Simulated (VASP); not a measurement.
Crystal: MnS (Browneite).

```
Mn S
1.0
     0.00000    2.82232    2.82232
     2.82232    0.00000    2.82232
     2.82232    2.82232    0.00000
Mn S
1 1
Direct
  0.00000 0.00000 0.00000
  0.25000 0.25000 0.25000
```

Base run:

```yaml
Program: VASP 6.6.1
Functional: PBE
Potentials_or_basis: VASP PAW PBE potentials, release 64 (Mn_pv, S)
Cutoff: 520 eV
k_mesh: 10 × 10 × 10
Occupations: gaussian, width 0.05 eV
Spin: collinear spin, ferromagnetic start
Starting_moments: "[4.62, 0.0] μB"
```

Its results: pressure 0.1 GPa.

Problem. The run is repeated on the same cell with these changes: spin from collinear spin, ferromagnetic start to no spin polarisation; further incar settings from ALGO = Normal; EDIFF = 1e-07; NBANDS = 20 to ALGO = Normal; EDIFF = 1e-06; NBANDS = 16. What comes out?

Solution. Pressure -21.1 GPa.

Caveats: a cell with one magnetic atom can't hold antiferromagnetic order, which such compounds often take (some runs).
